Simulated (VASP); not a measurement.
Set up this calculation in VASP 6.6.1, as the native input.

- Task: single point
- Functional: PBE
- Potentials or basis: VASP PAW PBE potentials, release 64 (Rh_pv)
- Cutoff: 520 eV
- k mesh: 16 × 16 × 16
- Occupations: gaussian, width 0.15 eV
- Spin: no spin polarisation
- Dipole correction: no
- Further INCAR settings: ALGO = Normal; EDIFF = 1e-06; NBANDS = 14

The structure of Rh lies in POSCAR:

```
Rh
1.0
    0.0000000000      1.9149654119      1.9149654119
    1.9149654119      0.0000000000      1.9149654119
    1.9149654119      1.9149654119      0.0000000000
Rh
1
Direct
    0.0000000000      0.0000000000      0.0000000000
```

The input as run:

INCAR

```
SYSTEM = Rh
ALGO = Normal
EDIFF = 1E-6
ENCUT = 520
GGA = PE
ISIF = 2
ISMEAR = 0
LASPH = .TRUE.
LCHARG = .FALSE.
LREAL = .FALSE.
LWAVE = .FALSE.
NBANDS = 14
NELM = 100
PREC = Accurate
SIGMA = 0.15
```

KPOINTS

```
k-points
0
G
  16 16 16
  0 0 0
```

Potentials or basis: VASP PAW PBE potentials, release 64 (Rh_pv).

Command:

```bash
$ cat potpaw_PBE.64/Rh_pv/POTCAR > POTCAR
$ mpirun -np 1 vasp_std > vasp.out
```

It gave:

- Pressure: 0.2 GPa

It took 10 s on 1 thread of Intel(R) Xeon(R) 6975P-C (Granite Rapids) (shared host), peak memory 0.14 GiB.
